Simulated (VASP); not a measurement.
# CaI (P-6m2) in VASP: single point with LDA

Aim: the single point of CaI with LDA.

All numbers are computed with VASP 6.6.1; they aren't measurements. Logs are shortened: lines on timing, memory, paths and dates and some standing lists are left out, and cuts for length are marked.

### 1 The cell of the first run

It takes space group P-6m2 (No. 187, hexagonal). Conventional cell: a = 4.147 Å, b = 4.147 Å, c = 4.576 Å, α = 90.00°, β = 90.00°, γ = 120.00°. Ca (site symmetry -6m2) has 6 I at 3.31 Å and 6 Ca at 4.15 Å within 4.4 Å. I (site symmetry -6m2) has 6 Ca at 3.31 Å and 6 I at 4.15 Å within 4.4 Å.

### 2 Single point, LDA

Input file INCAR:

```
SYSTEM = CaI
PREC = Accurate
ENCUT = 520
EDIFF = 1E-6
ISMEAR = -1
SIGMA = 0.05
LREAL = .False.
LASPH = .True.
NELM = 80
ALGO = Normal
ISIF = 2
LWAVE = .False.
LCHARG = .False.
GGA = CA
NBANDS = 16
```

Input file KPOINTS:

```
regular mesh
0
Gamma
  7 7 5
  0 0 0
```

Input file POSCAR:

```
CaI
1.0
    4.1468204600      0.0000000000      0.0000000000
   -2.0734102300      3.5912518700      0.0000000000
    0.0000000000      0.0000000000      4.5762290000
Ca I
1 1
Direct
    0.0000000000      0.0000000000      0.5000000000
    0.6666666667      0.3333333333      0.0000000000
```

Potentials or basis: VASP PAW LDA potentials, release 64 (Ca_sv, I).

The run is started by

```sh
$ cat potpaw_LDA.64/Ca_sv/POTCAR potpaw_LDA.64/I/POTCAR > POTCAR
$ mpirun -np 1 vasp_std > vasp.out
```

OUTCAR:

```text
SYSTEM = CaI
   PREC = Accurate
   ENCUT = 520
   EDIFF = 1E-6
   ISMEAR = -1
   LREAL = .False.
   LASPH = .True.
   NELM = 80
   ISIF = 2
   GGA = CA

 ion  position               nearest neighbor table
   1  0.000  0.000  0.500-   2 3.31   2 3.31   2 3.31   2 3.31   2 3.31   2 3.31
   2  0.667  0.333  0.000-   1 3.31   1 3.31   1 3.31   1 3.31   1 3.31   1 3.31

  LATTYP: Found a hexagonal cell.
 ALAT       =     4.1468204600
 C/A-ratio  =     1.1035512736

  Lattice vectors:

 A1 = (   4.1468204600,   0.0000000000,   0.0000000000)
 A2 = (  -2.0734102300,   3.5912518700,   0.0000000000)
 A3 = (   0.0000000000,   0.0000000000,   4.5762290000)

Analysis of symmetry for initial positions (statically):
=====================================================================
 Subroutine PRICEL returns:
 Original cell was already a primitive cell.

 Routine SETGRP: Setting up the symmetry group for a
 hexagonal supercell.

 Subroutine GETGRP returns: Found 12 space group operations
 (whereof 12 operations were pure point group operations)
 out of a pool of 24 trial point group operations.

The static configuration has the point symmetry D_3h.

Analysis of symmetry for dynamics (positions and initial velocities):
=====================================================================
 Subroutine PRICEL returns:
 Original cell was already a primitive cell.

 Routine SETGRP: Setting up the symmetry group for a
 hexagonal supercell.

 Subroutine GETGRP returns: Found 12 space group operations
 (whereof 12 operations were pure point group operations)
 out of a pool of 24 trial point group operations.

The dynamic configuration has the point symmetry D_3h.

 Subroutine INISYM returns: Found 12 space group operations
 (whereof 12 operations are pure point group operations),
 and found     1 'primitive' translations

----------------------------------------------------------------------------------------

                                     Primitive cell

  volume of cell :      68.1505

  direct lattice vectors                    reciprocal lattice vectors
     4.146820460  0.000000000  0.000000000     0.241148612  0.139227216  0.000000000
    -2.073410230  3.591251870  0.000000000     0.000000000  0.278454432  0.000000000
     0.000000000  0.000000000  4.576229000     0.000000000  0.000000000  0.218520533

  length of vectors
     4.146820460  4.146820466  4.576229000     0.278454432  0.278454432  0.218520533

  position of ions in fractional coordinates (direct lattice)
     0.000000000  0.000000000  0.500000000
     0.666666667  0.333333333  0.000000000

  ion indices of the primitive-cell ions
   primitive index   ion index
                 1           1
                 2           2

----------------------------------------------------------------------------------------

 KPOINTS: regular mesh

Automatic generation of k-mesh.
 Grid dimensions read from file:
 generate k-points for:    7    7    5

 Generating k-lattice:

  Cartesian coordinates                     Fractional coordinates (reciprocal lattice)
     0.034449802  0.019889602  0.000000000     0.142857143  0.000000000  0.000000000
     0.000000000  0.039779205  0.000000000     0.000000000  0.142857143  0.000000000
     0.000000000  0.000000000  0.043704107     0.000000000  0.000000000  0.200000000

  Length of vectors
     0.039779205  0.039779205  0.043704107

  Shift w.r.t. Gamma in fractional coordinates (k-lattice)
     0.000000000  0.000000000  0.000000000

 Subroutine IBZKPT returns following result:
 ===========================================

 Found     24 irreducible k-points:

 Following reciprocal coordinates:
            Coordinates               Weight
  0.000000  0.000000  0.000000      1.000000
  0.142857 -0.000000  0.000000      6.000000
  0.285714 -0.000000  0.000000      6.000000
  0.428571 -0.000000  0.000000      6.000000
  0.142857  0.142857  0.000000      6.000000
  0.285714  0.142857  0.000000     12.000000
[... 16 lines left out ...]
  0.428571  0.142857  0.400000     12.000000
  0.285714  0.285714  0.400000     12.000000
   k-points           NKPTS =     24   k-points in BZ     NKDIM =     24   number of bands    NBANDS=     16
   number of dos      NEDOS =    301   number of ions     NIONS =      2
   total plane-waves  NPLWV =  36864
   dimension x,y,z NGX =    32 NGY =   32 NGZ =   36
   dimension x,y,z NGXF=    64 NGYF=   64 NGZF=   72
   ions per type =               1   1
   NGX,Y,Z   is equivalent  to a cutoff of  12.83, 12.83, 13.08 a.u.
   NGXF,Y,Z  is equivalent  to a cutoff of  25.66, 25.66, 26.16 a.u.
 SYSTEM =  CaI
   PREC   = accura    normal or accurate (medium, high low for compatibility)
   ISTART =      0    job   : 0-new  1-cont  2-samecut
   ICHARG =      2    charge: 1-file 2-atom 10-const
   ISPIN  =      1    spin polarized calculation?
   LNONCOLLINEAR =      F non collinear calculations
   LSORBIT =      F    spin-orbit coupling
   LASPH  =      T    aspherical Exc in radial PAW
   ENCUT  =  520.0 eV  38.22 Ry    6.18 a.u.   7.71  7.71  8.51*2*pi/ulx,y,z
   NELM   =     80;   NELMIN=  2; NELMDL= -5     # of ELM steps
   EDIFF  = 0.1E-05   stopping-criterion for ELM
   LREAL  =      F    real-space projection
   EDIFFG = 0.1E-04   stopping-criterion for IOM
   NSW    =      0    number of steps for IOM
   IBRION =     -1    ionic relax: 0-MD 1-quasi-New 2-CG
   NFREE  =      0    steps in history (QN), initial steepest desc. (CG)
   ISIF   =      2    stress and relaxation
   ISYM   =      2    0-nonsym 1-usesym 2-fastsym
   POTIM  = 0.5000    time-step for ionic-motion
   TEBEG  =    0.0;   TEEND  =   0.0 temperature during run
   PSTRESS=    0.0 pullay stress
   NELECT =      17.0000    total number of electrons
   NUPDOWN=      -1.0000    fix difference up-down
   EMIN   =  10.00;   EMAX   =-10.00  energy-range for DOS
   EFERMI =   0.00;   METHOD = LEGACY
   ISMEAR =    -1;   SIGMA  =   0.05  broadening in eV -4-tet -1-fermi 0-gaus
   EFERMI_NEDOS =   21; number of points for ismear=-14 and -15
   IALGO  =     38    algorithm
   IMIX   =      4    mixing-type and parameters
     AMIX     =   0.40;   BMIX     =  1.00
     AMIX_MAG =   1.60;   BMIX_MAG =  1.00
  volume/ion in A,a.u.               =      34.08       229.95
  Fermi-wavevector in a.u.,A,eV,Ry     =   1.030548  1.947453 14.449782  1.062029
  Thomas-Fermi vector in A             =   2.164652
   LORBIT       =      0    0 simple, 1 ext, 2 COOP (PROOUT), +10 PAW based schemes
   GGA     = CA    functional components
   LHFCALC =     F    Hartree Fock is set to
   AEXX    =    0.0000 exact exchange contribution
   IVDW    =     0    specifies the selected vdW correction
   LEPSILON=     F    determine dielectric tensor
   LRPA    =     F    only Hartree local field effects (RPA)
 non-spin polarized calculation
  energy-cutoff  :      520.00
  volume of cell :       68.15
 maximum number of plane-waves:      1871
 NGX is ok and might be reduce to    32
   NGX = 15   NGY = 15   NGZ = 17

 number of electron      17.0000000 magnetization

 Free energy of the ion-electron system (eV)
  ---------------------------------------------------
  ext. energy  EPLUGINS =         0.00000000
  ---------------------------------------------------
  free energy    TOTEN  =        -6.36504078 eV

  energy without entropy =       -6.34220106  energy(sigma->0) =       -6.35362092

 E-fermi :   5.3714     XC(G=0):  -8.9795

 val. band max:        5.3695630185   @ k =   0.2857  -0.0000   0.4000
 cond. band min:       5.3838855981   @ k =   0.1429   0.1429   0.2000
 fundamental gap:      0.0143225796
 Fermi energy:         5.3714260413

 k-point     1 :       0.0000    0.0000    0.0000
  band No.  band energies     occupation
      1     -36.5361      2.00000
      2     -17.8919      2.00000
      3     -17.8003      2.00000
      4     -17.8003      2.00000
      5      -9.7511      2.00000
      6       0.6095      2.00000
[... 8 lines left out ...]
     15      10.3172      0.00000
     16      10.7244      0.00000

 k-point     2 :       0.1429   -0.0000    0.0000
  band No.  band energies     occupation
      1     -36.5353      2.00000
      2     -17.8896      2.00000
      3     -17.8143      2.00000
      4     -17.8034      2.00000
      5      -9.6649      2.00000
      6       0.6341      2.00000
[... 8 lines left out ...]
     15       9.9841      0.00000
     16      11.2500      0.00000

 k-point     3 :       0.2857   -0.0000    0.0000
  band No.  band energies     occupation
      1     -36.5333      2.00000
      2     -17.8845      2.00000
      3     -17.8456      2.00000
      4     -17.8104      2.00000
      5      -9.4591      2.00000
      6      -0.1590      2.00000
[... 8 lines left out ...]
     15      10.1866      0.00000
     16      10.9150      0.00000

 k-point     4 :       0.4286   -0.0000    0.0000
  band No.  band energies     occupation
      1     -36.5317      2.00000
      2     -17.8804      2.00000
      3     -17.8704      2.00000
      4     -17.8160      2.00000
      5      -9.2798      2.00000
      6      -0.8995      2.00000
[... 8 lines left out ...]
     15       9.4046      0.00000
     16      10.7622      0.00000
[... 324 lines left out ...]
 k-point    22 :       0.2857    0.1429    0.4000
  band No.  band energies     occupation
      1     -36.5314      2.00000
      2     -17.9018      2.00000
      3     -17.8526      2.00000
      4     -17.8179      2.00000
      5      -9.2519      2.00000
      6      -0.3116      2.00000
[... 8 lines left out ...]
     15       9.7341      0.00000
     16       9.8731      0.00000

 k-point    23 :       0.4286    0.1429    0.4000
  band No.  band energies     occupation
      1     -36.5306      2.00000
      2     -17.8980      2.00000
      3     -17.8623      2.00000
      4     -17.8224      2.00000
      5      -9.1872      2.00000
      6      -0.5209      2.00000
[... 8 lines left out ...]
     15       9.3979      0.00000
     16       9.6412      0.00000

 k-point    24 :       0.2857    0.2857    0.4000
  band No.  band energies     occupation
      1     -36.5304      2.00000
      2     -17.8971      2.00000
      3     -17.8535      2.00000
      4     -17.8348      2.00000
      5      -9.1715      2.00000
      6      -0.2708      2.00000
[... 8 lines left out ...]
     15       9.3192      0.00000
     16      10.4450      0.00000

------------------------ aborting loop because EDIFF is reached ----------------------------------------

  FORCE on cell =-STRESS in cart. coord.  units (eV):
  Direction    XX          YY          ZZ          XY          YZ          ZX
  --------------------------------------------------------------------------------------
  -------------------------------------------------------------------------------------
  Total       -1.2507564     -1.2507564     -1.2995589      0.0000000      0.0000000     -0.0000000
  in kB      -29.4045449    -29.4045450    -30.5518638      0.0000000      0.0000000     -0.0000000
  external PRESSURE =     -29.7869846 kB  Pullay stress =       0.0000000 kB

 VOLUME and BASIS-vectors are now :
 -----------------------------------------------------------------------------
  energy-cutoff  :      520.00
  volume of cell :       68.15
      direct lattice vectors                 reciprocal lattice vectors
     4.146820460  0.000000000  0.000000000     0.241148612  0.139227216  0.000000000
    -2.073410230  3.591251870  0.000000000     0.000000000  0.278454432  0.000000000
     0.000000000  0.000000000  4.576229000     0.000000000  0.000000000  0.218520533

 POSITION                                       TOTAL-FORCE (eV/Angst)
 -----------------------------------------------------------------------------------
      0.00000      0.00000      2.28811        -0.000000      0.000000      0.000000
      2.07341      1.19708      0.00000         0.000000     -0.000000      0.000000
 -----------------------------------------------------------------------------------
    total drift:                               -0.000000      0.000000      0.000000

  FREE ENERGIE OF THE ION-ELECTRON SYSTEM (eV)
  ---------------------------------------------------
  free  energy   TOTEN  =        -6.3650407758 eV

  energy  without entropy=       -6.3422010570  energy(sigma->0) =       -6.35362092
```

Run time: 13 s. Hardware: 1 thread of AMD EPYC 9R45 (Zen 5), shared host; peak memory 0.14 GiB.

What came out:

```
Free energy : -6.3650 eV
Pressure    : -3.0 GPa
```

Caveat: spin-orbit coupling is left out, which moves the levels of the heavy elements; an odd number of electrons without spin polarisation forces a metal; a magnetic or distorted state may lie lower.
